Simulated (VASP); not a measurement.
# LiCl (P6_3mc) in VASP: notebook, part 2 of 2

VASP 6.6.1.

## (4) Single point, LDA (strain +0.0150 x Voigt [1, 1, 0, 0, 0, 0])

Contents of INCAR:

```
SYSTEM = LiCl
  PREC = Accurate
  ENCUT = 520
  EDIFF = 1E-6
  ISMEAR = 0
  SIGMA = 0.05
  LREAL = .FALSE.
  LASPH = .TRUE.
  NELM = 80
  ALGO = Normal
  ISIF = 2
  LWAVE = .FALSE.
  LCHARG = .FALSE.
  GGA = CA
  NBANDS = 18
```

Contents of KPOINTS:

```
regular mesh
0
G
  9 9 4
  0 0 0
```

Contents of POSCAR:

```
LiCl
1.0
    3.9837554415      0.0000000000      0.0000000000
   -1.9918777208      3.4500334147      0.0000000000
    0.0000000000      0.0000000000      6.3571610000
Li Cl
2 2
Direct
    0.6666666667      0.3333333333      0.8760170000
    0.3333333333      0.6666666667      0.3760170000
    0.6666666667      0.3333333333      0.4989840000
    0.3333333333      0.6666666667      0.9989840000
```

Launch:

```sh
cat potpaw_LDA.64/Li_sv/POTCAR potpaw_LDA.64/Cl/POTCAR > POTCAR
mpirun -np 1 vasp_std > vasp.out
```

It took 25 s on 1 thread of Intel Xeon 6975P-C (Granite Rapids), shared host; peak memory 0.18 GiB.

Results (log left out):

```yaml
Free_energy: -15.9185 eV
Largest_force: 0.041 eV/Å
Band_gap_on_the_k_mesh: 5.42 eV
```

Forces on the atoms (eV/Å):
```
Li   0.000  0.000  0.041
Li   0.000  0.000  0.041
Cl   0.000  0.000 -0.041
Cl   0.000  0.000 -0.041
```

Levels at points of the mesh, in eV from the valence-band top:
| k point | band 8 | band 9 | band 10 | band 11 | band 12 | band 13 |
| --- | --- | --- | --- | --- | --- | --- |
| (0.00, 0.00, 0.00) | -0.04 | -0.04 | 0.00 | 5.42 | 7.71 | 9.60 |
| (0.00, 0.00, 0.50) | -0.20 | -0.20 | -0.20 | 6.71 | 6.71 | 9.82 |

Caveat: the cell differs from its parent crystal (strain +0.0150 x Voigt [1, 1, 0, 0, 0, 0]); an odd mesh through Γ misses points on the zone boundary, where band edges can lie.

## (5) Single point, LDA (strain +0.0525 x Voigt [1, 1, 0, 0, 0, 0])

Contents of INCAR:

```
SYSTEM = LiCl
PREC     = Accurate       ! precision mode
ENCUT    = 520            ! plane-wave cutoff, eV
EDIFF    = 1E-6           ! SCF threshold, eV
ISMEAR   = 0              ! smearing method
SIGMA    = 0.05           ! smearing width, eV
LREAL    = .False.        ! projectors in reciprocal space
LASPH    = .True.         ! aspherical terms in the spheres
NELM     = 100            ! most SCF steps
ALGO     = Normal         ! electronic algorithm
ISIF     = 2              ! what is computed and relaxed
LWAVE    = .False.        ! write WAVECAR
LCHARG   = .False.        ! write CHGCAR
GGA      = CA             ! functional
NBANDS   = 18             ! bands
```

Contents of KPOINTS:

```
Automatic mesh
0
Gamma
  9 9 4
  0 0 0
```

POSCAR, as its differences from that of step 4:

```diff
@@ -2,4 +2,4 @@
 1.0
-    3.9837554415      0.0000000000      0.0000000000
-   -1.9918777208      3.4500334147      0.0000000000
+    4.1309385243      0.0000000000      0.0000000000
+   -2.0654692622      3.5774977035      0.0000000000
     0.0000000000      0.0000000000      6.3571610000
```

Launch:

```sh
cat potpaw_LDA.64/Li_sv/POTCAR potpaw_LDA.64/Cl/POTCAR > POTCAR
mpirun -np 1 vasp_std > vasp.out
```

Wall time 23 s (1 thread of Intel Xeon 6975P-C (Granite Rapids), shared host); peak memory 0.19 GiB.

Results (log left out):

```yaml
Free_energy: -15.7595 eV
Largest_force: 0.073 eV/Å
Band_gap_on_the_k_mesh: 5.17 eV
```

Forces on the atoms (eV/Å):
```
Li   0.000  0.000  0.073
Li   0.000  0.000  0.073
Cl   0.000  0.000 -0.073
Cl   0.000  0.000 -0.073
```

Levels at points of the mesh, in eV from the valence-band top:
| k point | band 7 | band 8 | band 9 | band 10 | band 11 | band 12 | band 13 | band 14 |
| --- | --- | --- | --- | --- | --- | --- | --- | --- |
| (0.00, 0.00, 0.00) | -0.40 | -0.08 | -0.08 | 0.00 | 5.17 | 7.45 | 9.36 | 9.36 |
| (0.00, 0.00, 0.50) | -0.24 | -0.24 | -0.24 | -0.24 | 6.43 | 6.43 | 9.56 | 9.56 |

Caveat: the cell differs from its parent crystal (strain +0.0525 x Voigt [1, 1, 0, 0, 0, 0]); an odd mesh through Γ misses points on the zone boundary, where band edges can lie.

## (6) Single point, LDA (strain +0.0600 x Voigt [1, 1, 0, 0, 0, 0])

Contents of INCAR:

```
ALGO = Normal
EDIFF = 1E-7
ENCUT = 520
GGA = CA
ISIF = 2
ISMEAR = 0
LASPH = True
LCHARG = False
LREAL = False
LWAVE = False
NBANDS = 18
NELM = 80
PREC = Accurate
SIGMA = 0.05
```

Contents of KPOINTS:

```
k-points
0
Gamma
  9 9 4
```

POSCAR, as its differences from that of step 5:

```diff
@@ -2,4 +2,4 @@
 1.0
-    4.1309385243      0.0000000000      0.0000000000
-   -2.0654692622      3.5774977035      0.0000000000
+    4.1603751408      0.0000000000      0.0000000000
+   -2.0801875704      3.6029905612      0.0000000000
     0.0000000000      0.0000000000      6.3571610000
```

Potentials or basis: VASP PAW LDA potentials, release 64 (Li_sv, Cl).

Launch:

```sh
cat potpaw_LDA.64/Li_sv/POTCAR potpaw_LDA.64/Cl/POTCAR > POTCAR
mpirun -np 1 vasp_std > vasp.out
```

It took 23 s on 1 thread of Intel Xeon 6975P-C (Granite Rapids), shared host; peak memory 0.19 GiB.

The run converged. Its results:

| Quantity | Value |
| --- | --- |
| Free energy | -15.7223 eV |
| Largest force | 0.075 eV/Å |
| Band gap on the k mesh | 5.12 eV |

Forces in eV/Å, atoms in the order of the input:
```
Li   0.000  0.000  0.075
Li   0.000  0.000  0.075
Cl   0.000  0.000 -0.075
Cl   0.000  0.000 -0.075
```

Levels at points of the mesh, in eV from the valence-band top:
```
           k point  band 6  band 7  band 8  band 9  band 10  band 11  band 12  band 13  band 14  band 15
(0.00, 0.00, 0.00)   -0.41   -0.41   -0.08   -0.08     0.00     5.12     7.41     9.32     9.32    10.01
(0.00, 0.00, 0.50)   -0.98   -0.25   -0.25   -0.25    -0.25     6.38     6.38     9.52     9.52     9.52
```

Caveat: the cell differs from its parent crystal (strain +0.0600 x Voigt [1, 1, 0, 0, 0, 0]); an odd mesh through Γ misses points on the zone boundary, where band edges can lie.

## (7) The runs side by side

```csv
cell,smearing,gap on the mesh (eV),largest force (eV/Å)
"a = 3.866, b = 3.866, c = 6.357 Å, angles 90.0, 90.0, 120.0°, 4 atoms",gaussian 0.05 eV,5.63,0.02
"a = 3.866, b = 3.866, c = 6.357 Å, angles 90.0, 90.0, 120.0°, 4 atoms",tetrahedron,5.63,0.02
"a = 3.984, b = 3.984, c = 6.357 Å, angles 90.0, 90.0, 120.0°, 4 atoms",gaussian 0.05 eV,5.42,0.04
"a = 4.131, b = 4.131, c = 6.357 Å, angles 90.0, 90.0, 120.0°, 4 atoms",gaussian 0.05 eV,5.17,0.07
"a = 4.160, b = 4.160, c = 6.357 Å, angles 90.0, 90.0, 120.0°, 4 atoms",gaussian 0.05 eV,5.12,0.08
```

Alike in all rows: task single point; level LDA; potentials or basis VASP PAW LDA potentials, release 64 (Li_sv, Cl); no spin polarisation; k mesh 9 × 9 × 4; cutoff (eV) 520.

Caveats: an odd mesh through Γ misses points on the zone boundary, where band edges can lie.

Total energies depend on the potentials used, so only differences within one code and one set of settings carry meaning.
